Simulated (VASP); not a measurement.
# Cr (Im-3m) in VASP: further runs

Runs on Cr. Level: PBE. Tasks: single point.

All numbers are computed with VASP 6.6.1; they aren't measurements. Logs are shortened: lines on timing, memory, paths and dates and some standing lists are left out, and cuts for length are marked.

**1. The cell of the first run**

The structure is cubic, space group Im-3m (No. 229). The conventional cell has a = 2.969 Å, b = 2.969 Å, c = 2.969 Å, α = 90.00°, β = 90.00°, γ = 90.00°. Cr (site symmetry m-3m) has 14 Cr at 2.57 to 2.97 Å within 3.4 Å.

**2. Single point, PBE, collinear spin, ferrimagnetic start**

File INCAR:

```
ALGO     = Normal         # electronic algorithm
EDIFF    = 1E-7           # SCF threshold, eV
ENCUT    = 520            # plane-wave cutoff, eV
GGA      = PE             # functional
ISIF     = 2              # what is computed and relaxed
ISMEAR   = -1             # smearing method
ISPIN    = 2              # spin polarisation
LASPH    = True           # aspherical terms in the spheres
LCHARG   = True           # write CHGCAR
LELF     = True           # ELF
LMAXMIX  = 4              # l up to which the mixer works
LORBIT   = 11             # projections on sites
LREAL    = False          # projectors in reciprocal space
LVHAR    = True         
LWAVE    = False          # write WAVECAR
MAGMOM   = 3 3 3 -3       # initial moments
NBANDS   = 36             # bands
NELM     = 150            # most SCF steps
PREC     = Accurate       # precision mode
SIGMA    = 0.05           # smearing width, eV
```

File KPOINTS:

```
k-points
0
Gamma
  10 10 10
```

File POSCAR:

```
Cr
1.0
    2.9688993551      2.9688993551      0.0000000000
    2.9688993551      0.0000000000      2.9688993551
    2.9688993551      0.0000000000     -2.9688993551
Cr
4
Direct
    0.0000000000      0.0000000000      0.0000000000
    0.0000000000      0.5000000000      0.5000000000
    0.5000000000      0.2500000000      0.7500000000
    0.5000000000      0.7500000000      0.2500000000
```

Potentials or basis: VASP PAW PBE potentials, release 64 (Cr_pv).

Started as:

```console
$ cat potpaw_PBE.64/Cr_pv/POTCAR > POTCAR
$ mpirun -np 1 vasp_std > vasp.out
```

OUTCAR:

```text
EDIFF = 1E-7
   ENCUT = 520
   GGA = PE
   ISIF = 2
   ISMEAR = -1
   ISPIN = 2
   LASPH = True
   LORBIT = 11
   LREAL = False
   NELM = 150
   PREC = Accurate

 ion  position               nearest neighbor table
   1  0.000  0.000  0.000-   3 2.57   4 2.57   4 2.57   3 2.57   4 2.57   3 2.57   3 2.57   4 2.57
                             2 2.97   2 2.97   2 2.97   2 2.97   2 2.97   2 2.97
   2  0.000  0.500  0.500-   3 2.57   4 2.57   3 2.57   4 2.57   3 2.57   4 2.57   3 2.57   4 2.57
                             1 2.97   1 2.97   1 2.97   1 2.97   1 2.97   1 2.97
   3  0.500  0.250  0.750-   1 2.57   2 2.57   1 2.57   2 2.57   1 2.57   2 2.57   1 2.57   2 2.57
                             4 2.97   4 2.97   4 2.97   4 2.97   4 2.97   4 2.97
   4  0.500  0.750  0.250-   1 2.57   2 2.57   2 2.57   1 2.57   2 2.57   1 2.57   1 2.57   2 2.57
                             3 2.97   3 2.97   3 2.97   3 2.97   3 2.97   3 2.97

  LATTYP: Found a face centered cubic cell.
 ALAT       =     5.9377987102

  Lattice vectors:

 A1 = (   2.9688993551,   2.9688993551,   0.0000000000)
 A2 = (   2.9688993551,   0.0000000000,  -2.9688993551)
 A3 = (   0.0000000000,   2.9688993551,  -2.9688993551)

Analysis of symmetry for initial positions (statically):
=====================================================================
 Subroutine PRICEL returns following result:

  LATTYP: Found a body centered cubic cell.
 ALAT       =     2.9688993551

  Lattice vectors:

 A1 = (   1.4844496775,  -1.4844496776,  -1.4844496775)
 A2 = (  -1.4844496775,   1.4844496776,  -1.4844496776)
 A3 = (   1.4844496776,   1.4844496776,   1.4844496775)

   4 primitive cells build up your supercell.

 Routine SETGRP: Setting up the symmetry group for a
 face centered cubic supercell.

 Subroutine GETGRP returns: Found 48 space group operations
 (whereof 48 operations were pure point group operations)
 out of a pool of 48 trial point group operations.

The static configuration has the point symmetry O_h .

Analysis of symmetry for dynamics (positions and initial velocities):
=====================================================================
 Subroutine PRICEL returns following result:

  LATTYP: Found a body centered cubic cell.
 ALAT       =     2.9688993551

  Lattice vectors:

 A1 = (   1.4844496775,  -1.4844496776,  -1.4844496775)
 A2 = (  -1.4844496775,   1.4844496776,  -1.4844496776)
 A3 = (   1.4844496776,   1.4844496776,   1.4844496775)

   4 primitive cells build up your supercell.

 Routine SETGRP: Setting up the symmetry group for a
 face centered cubic supercell.

 Subroutine GETGRP returns: Found 48 space group operations
 (whereof 48 operations were pure point group operations)
 out of a pool of 48 trial point group operations.

The dynamic configuration has the point symmetry O_h .

Analysis of structural, dynamic, and magnetic symmetry:
=====================================================================
 Subroutine PRICEL returns:
 Original cell was already a primitive cell.

 Routine SETGRP: Setting up the symmetry group for a
 face centered cubic supercell.

 Subroutine GETGRP returns: Found 48 space group operations
 (whereof 24 operations were pure point group operations)
 out of a pool of 48 trial point group operations.

The overall configuration has the point symmetry T_d .
 The point group associated with its full space group is O_h .

 Subroutine INISYM returns: Found 48 space group operations
 (whereof 24 operations are pure point group operations),
 and found     1 'primitive' translations

----------------------------------------------------------------------------------------

                                     Primitive cell

  volume of cell :      52.3379

  direct lattice vectors                    reciprocal lattice vectors
     2.968899355  2.968899355  0.000000000     0.000000000  0.336825160  0.000000000
     2.968899355  0.000000000  2.968899355     0.168412580 -0.168412580  0.168412580
     2.968899355  0.000000000 -2.968899355     0.168412580 -0.168412580 -0.168412580

  length of vectors
[... 31 lines left out ...]
     0.033682516  0.029169915  0.029169915

  Shift w.r.t. Gamma in fractional coordinates (k-lattice)
     0.000000000  0.000000000  0.000000000

 Subroutine IBZKPT returns following result:
 ===========================================

 Found     47 irreducible k-points:

 Following reciprocal coordinates:
            Coordinates               Weight
  0.000000  0.000000  0.000000      1.000000
  0.100000  0.000000  0.000000      6.000000
  0.200000  0.000000  0.000000      6.000000
  0.300000  0.000000  0.000000      6.000000
  0.400000  0.000000  0.000000      6.000000
  0.500000  0.000000  0.000000      3.000000
[... 16 lines left out ...]
  0.000000  0.400000  0.000000      8.000000
  0.100000  0.400000  0.000000     24.000000
 [... further k-points ...]
   k-points           NKPTS =     47   k-points in BZ     NKDIM =     47   number of bands    NBANDS=     36
   number of dos      NEDOS =    301   number of ions     NIONS =      4
   total plane-waves  NPLWV =  32768
   dimension x,y,z NGX =    32 NGY =   32 NGZ =   32
   dimension x,y,z NGXF=    64 NGYF=   64 NGZF=   64
   ions per type =               4
   NGX,Y,Z   is equivalent  to a cutoff of  12.67, 12.67, 12.67 a.u.
   NGXF,Y,Z  is equivalent  to a cutoff of  25.34, 25.34, 25.34 a.u.
 SYSTEM =  unknown system
   PREC   = accura    normal or accurate (medium, high low for compatibility)
   ISTART =      0    job   : 0-new  1-cont  2-samecut
   ICHARG =      2    charge: 1-file 2-atom 10-const
   ISPIN  =      2    spin polarized calculation?
   LNONCOLLINEAR =      F non collinear calculations
   LSORBIT =      F    spin-orbit coupling
   LASPH  =      T    aspherical Exc in radial PAW
   ENCUT  =  520.0 eV  38.22 Ry    6.18 a.u.   7.81  7.81  7.81*2*pi/ulx,y,z
   NELM   =    150;   NELMIN=  2; NELMDL= -5     # of ELM steps
   EDIFF  = 0.1E-06   stopping-criterion for ELM
   LREAL  =      F    real-space projection
   EDIFFG = 0.1E-05   stopping-criterion for IOM
   NSW    =      0    number of steps for IOM
   IBRION =     -1    ionic relax: 0-MD 1-quasi-New 2-CG
   NFREE  =      0    steps in history (QN), initial steepest desc. (CG)
   ISIF   =      2    stress and relaxation
   ISYM   =      2    0-nonsym 1-usesym 2-fastsym
   POTIM  = 0.5000    time-step for ionic-motion
   TEBEG  =    0.0;   TEEND  =   0.0 temperature during run
   PSTRESS=    0.0 pullay stress
   NELECT =      48.0000    total number of electrons
   NUPDOWN=      -1.0000    fix difference up-down
   EMIN   =  10.00;   EMAX   =-10.00  energy-range for DOS
   EFERMI =   0.00;   METHOD = LEGACY
   ISMEAR =    -1;   SIGMA  =   0.05  broadening in eV -4-tet -1-fermi 0-gaus
   EFERMI_NEDOS =   21; number of points for ismear=-14 and -15
   IALGO  =     38    algorithm
   IMIX   =      4    mixing-type and parameters
     AMIX     =   0.40;   BMIX     =  1.00
     AMIX_MAG =   1.60;   BMIX_MAG =  1.00
  volume/ion in A,a.u.               =      13.08        88.30
  Fermi-wavevector in a.u.,A,eV,Ry     =   1.590559  3.005721 34.421077  2.529878
  Thomas-Fermi vector in A             =   2.689235
   LORBIT       =     11    0 simple, 1 ext, 2 COOP (PROOUT), +10 PAW based schemes
   GGA     = PE    functional components
   LHFCALC =     F    Hartree Fock is set to
   AEXX    =    0.0000 exact exchange contribution
   IVDW    =     0    specifies the selected vdW correction
   LEPSILON=     F    determine dielectric tensor
   LRPA    =     F    only Hartree local field effects (RPA)
 spin polarized calculation
  energy-cutoff  :      520.00
  volume of cell :       52.34
 maximum number of plane-waves:      1423
   NGX = 15   NGY = 15   NGZ = 15

 number of electron      47.9999956 magnetization       0.0000233

 number of electron      47.9999956 magnetization      -0.0000118

 Free energy of the ion-electron system (eV)
  ---------------------------------------------------
  ext. energy  EPLUGINS =         0.00000000
  ---------------------------------------------------
  free energy    TOTEN  =       -37.88079885 eV

  energy without entropy =      -37.87202174  energy(sigma->0) =      -37.87641030

 E-fermi :   9.3669     XC(G=0): -12.9178

 val. band max:        9.3480743386   @ k =   0.5000   0.1000   0.1000
 cond. band min:       9.3674164938   @ k =   0.5000   0.1000   0.0000
 fundamental gap:      0.0193421552
 Fermi energy:         9.3669284792

 spin component 1

 k-point     1 :       0.0000    0.0000    0.0000
  band No.  band energies     occupation
      1     -34.4988      1.00000
      2     -34.4988      1.00000
      3     -34.4988      1.00000
      4     -34.4390      1.00000
      5     -34.4390      1.00000
      6     -34.4390      1.00000
[... 925 lines left out ...]
     35      15.4550      0.00000
     36      15.5371      0.00000

 [... further k-points ...]

 spin component 2

 k-point     1 :       0.0000    0.0000    0.0000
  band No.  band energies     occupation
      1     -34.4988      1.00000
      2     -34.4988      1.00000
      3     -34.4988      1.00000
      4     -34.4390      1.00000
      5     -34.4390      1.00000
      6     -34.4390      1.00000
[... 925 lines left out ...]
     35      15.4546      0.00000
     36      15.5384      0.00000

 [... further k-points ...]
[... 5 lines left out ...]
  --------------------------------------------------------------------------------------
  -------------------------------------------------------------------------------------
  Total       -4.2926085     -4.2926085     -4.2926085     -0.0000000     -0.0000000      0.0000000
  in kB     -131.4060736   -131.4060736   -131.4060736     -0.0000000     -0.0000000      0.0000000
  external PRESSURE =    -131.4060736 kB  Pullay stress =       0.0000000 kB

 VOLUME and BASIS-vectors are now :
 -----------------------------------------------------------------------------
  energy-cutoff  :      520.00
  volume of cell :       52.34
      direct lattice vectors                 reciprocal lattice vectors
     2.968899355  2.968899355  0.000000000     0.000000000  0.336825160  0.000000000
     2.968899355  0.000000000  2.968899355     0.168412580 -0.168412580  0.168412580
     2.968899355  0.000000000 -2.968899355     0.168412580 -0.168412580 -0.168412580

 POSITION                                       TOTAL-FORCE (eV/Angst)
 -----------------------------------------------------------------------------------
      0.00000      0.00000      0.00000         0.000000     -0.000000     -0.000000
      2.96890      0.00000      0.00000         0.000000      0.000000      0.000000
      4.45335      1.48445     -1.48445        -0.000000     -0.000000     -0.000000
      4.45335      1.48445      1.48445        -0.000000     -0.000000     -0.000000
 -----------------------------------------------------------------------------------
    total drift:                                0.000000      0.000000      0.000000

  FREE ENERGIE OF THE ION-ELECTRON SYSTEM (eV)
  ---------------------------------------------------
  free  energy   TOTEN  =       -37.8807988530 eV

  energy  without entropy=      -37.8720217436  energy(sigma->0) =      -37.87641030

 total charge

# of ion       s       p       d       tot
------------------------------------------
    1        0.396   6.331   4.096  10.823
    2        0.396   6.331   4.096  10.823
    3        0.396   6.331   4.096  10.823
    4        0.396   6.331   4.096  10.823
--------------------------------------------------
tot          1.584  25.322  16.386  43.292

 magnetization (x)

# of ion       s       p       d       tot
------------------------------------------
    1        0.024   0.017   1.777   1.818
    2        0.024   0.017   1.777   1.818
    3       -0.024  -0.017  -1.777  -1.818
    4       -0.024  -0.017  -1.777  -1.818
--------------------------------------------------
tot         -0.000  -0.000   0.000  -0.000
```

Run time: 2.6 min. Hardware: 1 thread of AMD EPYC 9R45 (Zen 5), shared host; peak memory 0.24 GiB.

What came out:

- Free energy: -37.8808 eV
- Pressure: -13.1 GPa
- Band gap on the k mesh: zero (filled and empty bands overlap)
- Net moment: 0.00 μB per cell
- Site moments: Cr +1.82, -1.82 (each value once) μB
- Valence electrons inside the program's atomic spheres: Cr 10.82

Levels at points of the mesh, in eV from the Fermi level:
Spin up:
```
           k point  band 22  band 23  band 24  band 25  band 26  band 27
(0.00, 0.00, 0.00)    -0.88    -0.88    -0.88     0.69     0.69     1.22
(0.50, 0.00, 0.00)    -0.69    -0.17     0.61     0.61     0.64     0.81
(0.00, 0.50, 0.00)    -1.78    -1.78    -1.78     1.22     1.22     1.22
```
Spin down:
```csv
k point,band 20,band 21,band 22,band 23,band 24,band 25,band 26,band 27,band 28,band 29
"(0.00, 0.00, 0.00)",-1.41,-1.41,-0.88,-0.88,-0.88,0.69,0.69,1.22,1.22,2.25
"(0.50, 0.00, 0.00)",-1.02,-1.02,-0.69,-0.17,0.61,0.61,0.64,0.81,0.81,0.90
"(0.00, 0.50, 0.00)",-1.80,-1.78,-1.78,-1.78,-1.78,1.22,1.22,1.22,1.22,1.65
```

Caveat: the cell stands under tension.

**3. Single point, PBE, collinear spin, ferrimagnetic start**

File INCAR:

```
SYSTEM = Cr
ALGO = Normal
EDIFF = 1E-6
ENCUT = 520
GGA = PE
ISIF = 2
ISMEAR = -1
ISPIN = 2
LASPH = .True.
LCHARG = .False.
LMAXMIX = 4
LORBIT = 11
LREAL = .False.
LWAVE = .False.
MAGMOM = 3 3 3 -3
NBANDS = 36
NELM = 150
PREC = Accurate
SIGMA = 0.05
```

File KPOINTS:

```
k-points
0
Gamma
  10 10 10
  0 0 0
```

POSCAR is that of step 2.

Potentials or basis: VASP PAW PBE potentials, release 64 (Cr_pv).

Started as:

```console
$ cat potpaw_PBE.64/Cr_pv/POTCAR > POTCAR
$ mpirun -np 1 vasp_std > vasp.out
```

OUTCAR:

```text
SYSTEM = Cr
   EDIFF = 1E-6
   ENCUT = 520
   GGA = PE
   ISIF = 2
   ISMEAR = -1
   ISPIN = 2
   LASPH = .True.
   LORBIT = 11
   LREAL = .False.
   NELM = 150
   PREC = Accurate

 ion  position               nearest neighbor table
   1  0.000  0.000  0.000-   3 2.57   4 2.57   4 2.57   3 2.57   4 2.57   3 2.57   3 2.57   4 2.57
                             2 2.97   2 2.97   2 2.97   2 2.97   2 2.97   2 2.97
   2  0.000  0.500  0.500-   3 2.57   4 2.57   3 2.57   4 2.57   3 2.57   4 2.57   3 2.57   4 2.57
                             1 2.97   1 2.97   1 2.97   1 2.97   1 2.97   1 2.97
   3  0.500  0.250  0.750-   1 2.57   2 2.57   1 2.57   2 2.57   1 2.57   2 2.57   1 2.57   2 2.57
                             4 2.97   4 2.97   4 2.97   4 2.97   4 2.97   4 2.97
   4  0.500  0.750  0.250-   1 2.57   2 2.57   2 2.57   1 2.57   2 2.57   1 2.57   1 2.57   2 2.57
                             3 2.97   3 2.97   3 2.97   3 2.97   3 2.97   3 2.97

[... 2131 lines left out ...]
      0.00000      0.00000      0.00000         0.000000     -0.000000     -0.000000
      2.96890      0.00000      0.00000        -0.000000      0.000000      0.000000
      4.45335      1.48445     -1.48445        -0.000000     -0.000000      0.000000
      4.45335      1.48445      1.48445        -0.000000     -0.000000      0.000000
 -----------------------------------------------------------------------------------
    total drift:                                0.000000      0.000000      0.000000

  FREE ENERGIE OF THE ION-ELECTRON SYSTEM (eV)
  ---------------------------------------------------
  free  energy   TOTEN  =       -37.8807984618 eV

  energy  without entropy=      -37.8720209328  energy(sigma->0) =      -37.87640970

 total charge

# of ion       s       p       d       tot
------------------------------------------
    1        0.396   6.331   4.096  10.823
    2        0.396   6.331   4.096  10.823
    3        0.396   6.331   4.096  10.823
    4        0.396   6.331   4.096  10.823
--------------------------------------------------
tot          1.584  25.322  16.386  43.292

 magnetization (x)

# of ion       s       p       d       tot
------------------------------------------
    1        0.024   0.017   1.777   1.818
    2        0.024   0.017   1.777   1.818
    3       -0.024  -0.017  -1.777  -1.818
    4       -0.024  -0.017  -1.777  -1.817
--------------------------------------------------
tot         -0.000   0.000  -0.000  -0.000
```

OSZICAR:

```text
N       E                     dE             d eps       ncg     rms          rms(c)
DAV:   1     0.602246425219E+03    0.60225E+03   -0.26732E+04  6768   0.163E+03
DAV:   2    -0.986806802360E+01   -0.61211E+03   -0.59020E+03  6776   0.503E+02
DAV:   3    -0.403078451115E+02   -0.30440E+02   -0.28769E+02  7288   0.131E+02
DAV:   4    -0.410119785975E+02   -0.70413E+00   -0.70040E+00  7184   0.188E+01
[... 10 lines left out ...]
DAV:  15    -0.378807350800E+02   -0.46217E-03   -0.52759E-03  7216   0.660E-01    0.970E-02
DAV:  16    -0.378807716806E+02   -0.36601E-04   -0.23577E-04  9108   0.149E-01    0.583E-02
DAV:  17    -0.378807932838E+02   -0.21603E-04   -0.39324E-05  9040   0.497E-02    0.204E-02
DAV:  18    -0.378807976639E+02   -0.43801E-05   -0.42091E-06  7228   0.194E-02    0.887E-03
DAV:  19    -0.378807984618E+02   -0.79794E-06   -0.11989E-06  4848   0.737E-03
   1 F= -.37880798E+02 E0= -.37876410E+02  d E =-.877753E-02  mag=    -0.0000
```

stdout:

```text
POSCAR found type information on POSCAR Cr
 POSCAR found :  1 types and       4 ions
 scaLAPACK will be used
 LDA part: xc-table for (Slater+PW92), standard interpolation
 POSCAR, INCAR and KPOINTS ok, starting setup
 FFT: planning ... GRIDC
 FFT: planning ... GRID_SOFT
 FFT: planning ... GRID
 WAVECAR not read
 entering main loop
```

It took 2.2 min on 1 thread of AMD EPYC 9R45 (Zen 5), shared host; peak memory 0.24 GiB.

What came out:

```
Free energy                                           : -37.8808 eV
Pressure                                              : -13.1 GPa
Band gap on the k mesh                                : zero (filled and empty bands overlap)
Net moment                                            : 0.00 μB per cell
Site moments                                          : Cr +1.82, -1.82 (each value once) μB
Valence electrons inside the program's atomic spheres : Cr 10.82
```

Caveat: the cell stands under tension.

**4. Single point, PBE, collinear spin, antiferromagnetic start**

File INCAR:

```
SYSTEM = Cr
PREC = Accurate
ENCUT = 520
EDIFF = 1E-6
ISMEAR = -1
SIGMA = 0.05
LREAL = .FALSE.
LASPH = .TRUE.
NELM = 150
ALGO = Normal
ISIF = 2
LWAVE = .FALSE.
LCHARG = .TRUE.
ISPIN = 2
MAGMOM = 3 3 -3 -3
LORBIT = 11
LMAXMIX = 4
GGA = PE
LELF = .TRUE.
LVHAR = .TRUE.
NBANDS = 36
```

File KPOINTS:

```
regular mesh
0
G
  10 10 10
  0 0 0
```

POSCAR is that of step 3.

Started as:

```console
$ cat potpaw_PBE.64/Cr_pv/POTCAR > POTCAR
$ mpirun -np 1 vasp_std > vasp.out
```

It took 2 min on 1 thread of AMD EPYC 9R45 (Zen 5), shared host; peak memory 0.24 GiB.

Results (log left out):

- Free energy: -37.8808 eV
- Pressure: -13.1 GPa
- Band gap on the k mesh: zero (filled and empty bands overlap)
- Net moment: 0.00 μB per cell
- Site moments: Cr +1.82, -1.82 (each value once) μB
- Valence electrons inside the program's atomic spheres: Cr 10.82

Levels at points of the mesh, in eV from the Fermi level:
Spin up:
```csv
k point,band 21,band 22,band 23,band 24,band 25,band 26,band 27,band 28
"(0.00, 0.00, 0.00)",-1.41,-0.88,-0.88,-0.88,0.69,0.69,1.22,1.22
"(0.50, 0.00, 0.00)",-1.02,-0.69,-0.17,0.61,0.61,0.64,0.81,0.81
"(0.00, 0.50, 0.00)",-1.78,-1.78,-1.78,-1.78,1.22,1.22,1.22,1.22
```
Spin down:
```csv
k point,band 22,band 23,band 24,band 25,band 26,band 27
"(0.00, 0.00, 0.00)",-0.88,-0.88,-0.88,0.69,0.69,1.22
"(0.50, 0.00, 0.00)",-0.69,-0.17,0.61,0.61,0.64,0.81
"(0.00, 0.50, 0.00)",-1.78,-1.78,-1.78,1.22,1.22,1.22
```

Caveat: the cell stands under tension.
